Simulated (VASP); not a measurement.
# Bi (Pm-3m) in VASP: single point with PBE

Aim: the single point of Bi with PBE.

Everything below comes from runs of VASP 6.6.1. Logs are shortened: lines on timing, memory, paths and dates and some standing lists are left out, and cuts for length are marked.

### Step 1. The cell of the first run

The structure is cubic, space group Pm-3m (No. 221). Conventional cell: a = 3.275 Å, b = 3.275 Å, c = 3.275 Å, α = 90.00°, β = 90.00°, γ = 90.00°. Bi (site symmetry m-3m) has 6 Bi at 3.28 Å within 4.3 Å.

### Step 2. Single point, PBE

Input file INCAR:

```
SYSTEM = Bi
  ALGO = Normal
  EDIFF = 1E-6
  ENCUT = 520
  GGA = PE
  ISIF = 2
  ISMEAR = -1
  LASPH = .TRUE.
  LCHARG = .FALSE.
  LREAL = .FALSE.
  LWAVE = .FALSE.
  NBANDS = 14
  NELM = 80
  PREC = Accurate
  SIGMA = 0.13605693000000002
```

Input file KPOINTS:

```
k-points
0
G
  10 10 10
  0 0 0
```

Input file POSCAR:

```
Bi
1.0
    3.2753597880      0.0000000000      0.0000000000
    0.0000000000      3.2753597880      0.0000000000
    0.0000000000      0.0000000000      3.2753597880
Bi
1
Direct
    0.0000000000      0.0000000000      0.0000000000
```

Potentials or basis: VASP PAW PBE potentials, release 64 (Bi_d).

Command:

```bash
> cat potpaw_PBE.64/Bi_d/POTCAR > POTCAR
> mpirun -np 1 vasp_std > vasp.out
```

OUTCAR:

```text
SYSTEM = Bi
   EDIFF = 1E-6
   ENCUT = 520
   GGA = PE
   ISIF = 2
   ISMEAR = -1
   LASPH = .TRUE.
   LREAL = .FALSE.
   NELM = 80
   PREC = Accurate

 ion  position               nearest neighbor table
   1  0.000  0.000  0.000-

  LATTYP: Found a simple cubic cell.
 ALAT       =     3.2753597880

  Lattice vectors:

 A1 = (   3.2753597880,   0.0000000000,   0.0000000000)
 A2 = (   0.0000000000,   3.2753597880,   0.0000000000)
 A3 = (   0.0000000000,   0.0000000000,   3.2753597880)

Analysis of symmetry for initial positions (statically):
=====================================================================
 Subroutine PRICEL returns:
 Original cell was already a primitive cell.

 Routine SETGRP: Setting up the symmetry group for a
 simple cubic supercell.

 Subroutine GETGRP returns: Found 48 space group operations
 (whereof 48 operations were pure point group operations)
 out of a pool of 48 trial point group operations.

The static configuration has the point symmetry O_h .

Analysis of symmetry for dynamics (positions and initial velocities):
=====================================================================
 Subroutine PRICEL returns:
 Original cell was already a primitive cell.

 Routine SETGRP: Setting up the symmetry group for a
 simple cubic supercell.

 Subroutine GETGRP returns: Found 48 space group operations
 (whereof 48 operations were pure point group operations)
 out of a pool of 48 trial point group operations.

The dynamic configuration has the point symmetry O_h .

 Subroutine INISYM returns: Found 48 space group operations
 (whereof 48 operations are pure point group operations),
 and found     1 'primitive' translations

----------------------------------------------------------------------------------------

                                     Primitive cell

  volume of cell :      35.1380

  direct lattice vectors                    reciprocal lattice vectors
     3.275359788  0.000000000  0.000000000     0.305309970  0.000000000  0.000000000
     0.000000000  3.275359788  0.000000000     0.000000000  0.305309970  0.000000000
     0.000000000  0.000000000  3.275359788     0.000000000  0.000000000  0.305309970

  length of vectors
     3.275359788  3.275359788  3.275359788     0.305309970  0.305309970  0.305309970

  position of ions in fractional coordinates (direct lattice)
     0.000000000  0.000000000  0.000000000

  ion indices of the primitive-cell ions
   primitive index   ion index
                 1           1

[... 81 lines left out ...]
   PSTRESS=    0.0 pullay stress
   NELECT =      15.0000    total number of electrons
   NUPDOWN=      -1.0000    fix difference up-down
   EMIN   =  10.00;   EMAX   =-10.00  energy-range for DOS
   EFERMI =   0.00;   METHOD = LEGACY
   ISMEAR =    -1;   SIGMA  =   0.14  broadening in eV -4-tet -1-fermi 0-gaus
   EFERMI_NEDOS =   21; number of points for ismear=-14 and -15
   IALGO  =     38    algorithm
   IMIX   =      4    mixing-type and parameters
     AMIX     =   0.40;   BMIX     =  1.00
     AMIX_MAG =   1.60;   BMIX_MAG =  1.00
  volume/ion in A,a.u.               =      35.14       237.12
  Fermi-wavevector in a.u.,A,eV,Ry     =   1.232668  2.329405 20.673661  1.519471
  Thomas-Fermi vector in A             =   2.367429
   LORBIT       =      0    0 simple, 1 ext, 2 COOP (PROOUT), +10 PAW based schemes
   GGA     = PE    functional components
   LHFCALC =     F    Hartree Fock is set to
   AEXX    =    0.0000 exact exchange contribution
   IVDW    =     0    specifies the selected vdW correction
   LEPSILON=     F    determine dielectric tensor
   LRPA    =     F    only Hartree local field effects (RPA)
 non-spin polarized calculation
  energy-cutoff  :      520.00
  volume of cell :       35.14
 maximum number of plane-waves:       968
   NGX = 13   NGY = 13   NGZ = 13

 number of electron      14.9999991 magnetization

 Free energy of the ion-electron system (eV)
  ---------------------------------------------------
  ext. energy  EPLUGINS =         0.00000000
  ---------------------------------------------------
  free energy    TOTEN  =        -3.86159343 eV

  energy without entropy =       -3.82688490  energy(sigma->0) =       -3.84423917

 E-fermi :   6.2837     XC(G=0):  -9.5810

 val. band max:        6.2767294608   @ k =   0.2000   0.2000   0.0000
 cond. band min:       6.4053773238   @ k =   0.2000   0.2000   0.1000
 fundamental gap:      0.1286478630
 Fermi energy:         6.2836997332

 k-point     1 :       0.0000    0.0000    0.0000
  band No.  band energies     occupation
      1     -16.5980      2.00000
      2     -16.5980      2.00000
      3     -16.2985      2.00000
      4     -16.2985      2.00000
      5     -16.2985      2.00000
      6      -6.6421      2.00000
      7       9.4203      0.00000
      8       9.4203      0.00000
      9       9.4203      0.00000
     10      12.5283      0.00000
     11      14.0879      0.00000
     12      14.0879      0.00000
     13      23.1614      0.00000
     14      23.1614      0.00000
[... 377 lines left out ...]
      1     -16.5532      2.00000
      2     -16.4172      2.00000
      3     -16.3574      2.00000
      4     -16.3567      2.00000
      5     -16.3092      2.00000
      6      -5.4106      2.00000
      7       3.8575      2.00000
      8       9.0574      0.00000
      9       9.2397      0.00000
     10      15.4898      0.00000
     11      16.1855      0.00000
     12      17.6414      0.00000
     13      17.8014      0.00000
     14      21.4678      0.00000

 [... further k-points ...]

------------------------ aborting loop because EDIFF is reached ----------------------------------------

  FORCE on cell =-STRESS in cart. coord.  units (eV):
  Direction    XX          YY          ZZ          XY          YZ          ZX
  --------------------------------------------------------------------------------------
  -------------------------------------------------------------------------------------
  Total        0.0083226      0.0083226      0.0083226      0.0000000      0.0000000     -0.0000000
  in kB        0.3794850      0.3794850      0.3794850      0.0000000      0.0000000     -0.0000000
  external PRESSURE =       0.3794850 kB  Pullay stress =       0.0000000 kB

 VOLUME and BASIS-vectors are now :
 -----------------------------------------------------------------------------
  energy-cutoff  :      520.00
  volume of cell :       35.14
      direct lattice vectors                 reciprocal lattice vectors
     3.275359788  0.000000000  0.000000000     0.305309970  0.000000000  0.000000000
     0.000000000  3.275359788  0.000000000     0.000000000  0.305309970  0.000000000
     0.000000000  0.000000000  3.275359788     0.000000000  0.000000000  0.305309970

 POSITION                                       TOTAL-FORCE (eV/Angst)
 -----------------------------------------------------------------------------------
      0.00000      0.00000      0.00000         0.000000      0.000000      0.000000
 -----------------------------------------------------------------------------------
    total drift:                                0.000000     -0.000000      0.000000

  FREE ENERGIE OF THE ION-ELECTRON SYSTEM (eV)
  ---------------------------------------------------
  free  energy   TOTEN  =        -3.8615934285 eV

  energy  without entropy=       -3.8268849023  energy(sigma->0) =       -3.84423917
```

OSZICAR:

```text
N       E                     dE             d eps       ncg     rms          rms(c)
DAV:   1     0.114694650383E+03    0.11469E+03   -0.76269E+03  1586   0.118E+03
DAV:   2     0.306880161863E+01   -0.11163E+03   -0.10820E+03  1676   0.332E+02
DAV:   3    -0.369535165550E+01   -0.67642E+01   -0.67428E+01  1982   0.814E+01
DAV:   4    -0.385382035982E+01   -0.15847E+00   -0.15844E+00  2032   0.135E+01
DAV:   5    -0.386048801325E+01   -0.66677E-02   -0.66675E-02  2238   0.251E+00    0.533E-01
DAV:   6    -0.386040968194E+01    0.78331E-04   -0.61684E-03  2212   0.103E+00    0.322E-01
DAV:   7    -0.386149698249E+01   -0.10873E-02   -0.38483E-03  2096   0.892E-01    0.791E-02
DAV:   8    -0.386159627258E+01   -0.99290E-04   -0.50793E-04  2012   0.321E-01    0.853E-03
DAV:   9    -0.386159446064E+01    0.18119E-05   -0.13213E-05  2154   0.445E-02    0.514E-03
DAV:  10    -0.386159303519E+01    0.14254E-05   -0.37199E-06  1860   0.238E-02    0.159E-03
DAV:  11    -0.386159342848E+01   -0.39329E-06   -0.61523E-07  1378   0.128E-02
   1 F= -.38615934E+01 E0= -.38442392E+01  d E =-.347085E-01
```

Run time: 16 s. Hardware: 1 thread of Intel Xeon 8259CL, shared host; peak memory 0.15 GiB.

What came out:

```
Free energy : -3.8616 eV
Pressure    : 0.0 GPa
```

Caveat: spin-orbit coupling is left out, which moves the levels of the heavy elements.
